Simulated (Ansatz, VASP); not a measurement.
HfO2 in VASP and in Ansatz

The input INCAR:

```
PREC     = Accurate       # precision mode
ENCUT    = 520            # plane-wave cutoff, eV
EDIFF    = 1E-7           # SCF threshold, eV
ISMEAR   = 0              # smearing method
SIGMA    = 0.05           # smearing width, eV
LREAL    = False          # projectors in reciprocal space
LASPH    = True           # aspherical terms in the spheres
NELM     = 100            # most SCF steps
ALGO     = Normal         # electronic algorithm
ISIF     = 2              # what is computed and relaxed
LWAVE    = False          # write WAVECAR
LCHARG   = False          # write CHGCAR
GGA      = PE             # functional
NBANDS   = 31             # bands
```

File KPOINTS:

```
Automatic mesh
0
Gamma
  6 6 6
```

Contents of POSCAR:

```
HfO2
1.0
    0.0000000000     -2.5489194559     -2.5489194559
    0.0000000000      2.5489194559     -2.5489194559
    5.0978389119      0.0000000000      0.0000000000
Hf O
2 4
Direct
    0.5205577308      0.4794422692      0.5000000000
   -0.0205577308      0.0205577308      0.0000000000
    0.0001499571      0.5001499571      0.6980956530
    0.4998500429     -0.0001499571      0.3019043470
    0.0001499571      0.5001499571      0.1980956530
    0.4998500429     -0.0001499571      0.8019043470
```

Input for Ansatz:

```yaml
crystal:
  lattice:
    - [0.0, -2.5489194559, -2.5489194559]
    - [0.0, 2.5489194559, -2.5489194559]
    - [5.0978389119, 0.0, 0.0]
  atoms:
    - { symbol: Hf, position: [0.5205577308, 0.4794422692, 0.5] }
    - { symbol: Hf, position: [-0.0205577308, 0.0205577308, 0.0] }
    - { symbol: O, position: [0.0001499571, 0.5001499571, 0.698095653] }
    - { symbol: O, position: [0.4998500429, -0.0001499571, 0.301904347] }
    - { symbol: O, position: [0.0001499571, 0.5001499571, 0.198095653] }
    - { symbol: O, position: [0.4998500429, -0.0001499571, 0.801904347] }
basis:
  ecutwfc: 520.0
kpoints:
  mp_grid: { grid: [6, 6, 6] }
hamiltonian:
  xc: pbe
  pseudopotentials: { kind: paw, azcp: { folder: soft_1 } }
scf:
  occupations: { method: gaussian, width: 0.05 }
output:
  forces: true
  stress: true
  eigenvalues: true
```

Change from the starting cell: mode 1 frozen in at -0.265 Å and mode 5 at -0.105 Å (largest displacements).

Alike in both runs: task single point; functional PBE; k mesh 6 × 6 × 6; occupations gaussian, width 0.05 eV; no spin polarisation.

|  | VASP | Ansatz |
| --- | --- | --- |
| version | VASP 6.6.1 | Ansatz 0.2.0 |
| potentials or method | VASP PAW PBE potentials, release 64 (Hf_pv, O), cutoff 520 eV | scalar-relativistic, plane waves, PAW |
| valence electrons in the cell | 44 | 76 |

```tsv
	VASP	Ansatz	Ansatz less VASP
gap on the k mesh at the Fermi level (eV)	4.46	4.50	+0.039
least direct gap on the mesh (eV)	4.53	4.56	+0.031
pressure (GPa)	4.2	7.6	+3.42
traceless stress, the component that is largest in VASP (GPa)	-6.47	-6.50	-0.026
rms of the force components (eV/Å)	0.507	0.518	+0.0116
```

Atom by atom the forces differ by 0.025 eV/Å (rms over components). VASP's potentials hold 44 valence electrons a cell and Ansatz's 76, so a difference there can come from the potentials and not from the codes.

Spin-orbit coupling is off throughout.
